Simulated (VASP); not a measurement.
The system is CuAu.

```
CELL_PARAMETERS angstrom
2.82936 0.00000 0.00000
0.00000 2.82936 0.00000
0.00000 0.00000 3.70940
ATOMIC_POSITIONS crystal
Au 0.00000 0.00000 0.00000
Cu 0.50000 0.50000 0.50000
```

Base run:

* Program: VASP 6.6.1
* Functional: PBE
* Potentials or basis: VASP PAW PBE potentials, release 64 (Au, Cu)
* Cutoff: 520 eV
* k mesh: 9 × 9 × 7
* Occupations: fermi-dirac, width 0.05 eV
* Spin: no spin polarisation

Its results: band gap on the k mesh zero (band 11 reaches 11.84 eV, above the bottom of band 12 at 6.52 eV); pressure 1.3 GPa.

**Question.** The run is repeated on the same cell with these changes: functional from PBE to r2SCAN. What comes out?

**Answer.** Band gap on the k mesh zero (band 11 reaches 11.84 eV, above the bottom of band 12 at 6.27 eV); pressure -3.3 GPa.

Caveats: spin-orbit coupling is left out, which moves the levels of the heavy elements; the PAW data sets were made with another functional, which shifts forces and pressure a little (some runs).
